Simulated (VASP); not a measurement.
Input of a VASP 6.6.1 run:

INCAR

```
SYSTEM = CdSe
ALGO = Normal ; EDIFF = 1E-6
ENCUT = 520 ; GGA = PE
ISIF = 2 ; ISMEAR = 0
LASPH = .TRUE. ; LCHARG = .FALSE.
LREAL = .FALSE. ; LWAVE = .FALSE.
NBANDS = 26 ; NELM = 100
PREC = Accurate ; SIGMA = 0.05
```

Contents of KPOINTS:

```
k-points
0
G
  6 6 4
  0 0 0
```

File POSCAR:

```
CdSe
1.0
    4.2984999142      0.0000000000      0.0000000000
   -2.1492499571      3.7226101239      0.0000000000
    0.0000000000      0.0000000000      7.0152000000
Cd Se
2 2
Direct
    0.5619789828      0.3333333333     -0.0641464249
    0.3333333333      0.6666666667      0.5000000000
    0.6666666667      0.3333333333      0.3750000000
    0.3333333333      0.6666666667      0.8750000000
```

Potentials or basis: VASP PAW PBE potentials, release 64 (Cd, Se).

Run with:

```sh
$ cat potpaw_PBE.64/Cd/POTCAR potpaw_PBE.64/Se/POTCAR > POTCAR
$ mpirun -np 1 vasp_std > vasp.out
```

Problem. Estimate the band gap on the k mesh.

Solution. 0.54 eV, direct.

Problem. What does it give for the pressure?

Solution. 8.7 GPa.

Problem. Predict the largest force.

Solution. 6.834 eV/Å.

Stress tensor (GPa, compression positive):
```
13.92 -9.76  3.12
-9.76  9.90 -2.03
 3.12 -2.03  2.30
```

Caveat: the cell differs from its parent crystal (atom 1 (Cd) moved by (-0.450, -0.450) A along x and z); forces of over 1 eV/Å act on the atoms, so gaps and moduli don't describe the material at rest.
